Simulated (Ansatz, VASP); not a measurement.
## MnO2: VASP beside Ansatz

```
CELL_PARAMETERS angstrom
2.85658 0.00000 0.00000
-1.42829 2.47387 0.00000
0.00000 0.00000 4.60137
ATOMIC_POSITIONS crystal
Mn 0.00000 0.00000 0.50000
O 0.33333 0.66667 0.70629
O 0.66667 0.33333 0.29371
```

Alike in both runs: task single point; functional PBEsol; k mesh 11 × 11 × 6; occupations fermi-dirac, width 0.05 eV; no spin polarisation.

```csv
,VASP,Ansatz
version,VASP 6.6.1,Ansatz 0.2.0
potentials or method,"VASP PAW PBE potentials, release 64 (Mn_pv, O)",Ansatz PAW
plane-wave cutoff (eV),520,420
valence electrons in the cell,25,27
```

|  | VASP | Ansatz | Ansatz less VASP |
| --- | --- | --- | --- |
| gap on the k mesh at the Fermi level (eV) | none | none | - |
| pressure (GPa) | -11.2 | -12.2 | -0.97 |
| traceless stress, the component that is largest in VASP (GPa) | 7.20 | 7.82 | +0.622 |
| rms of the force components (eV/Å) | 0.217 | 0.246 | +0.0292 |

VASP's potentials were made for PBE, not for PBEsol. Atom by atom the forces differ by 0.029 eV/Å (rms over components). A gap of «none» marks a metal or a gap that the smearing closes. With one functional, cell and mesh, what is left measures potentials, basis and numerics. VASP's potentials hold 25 valence electrons a cell and Ansatz's 27, so a difference there can come from the potentials and not from the codes.
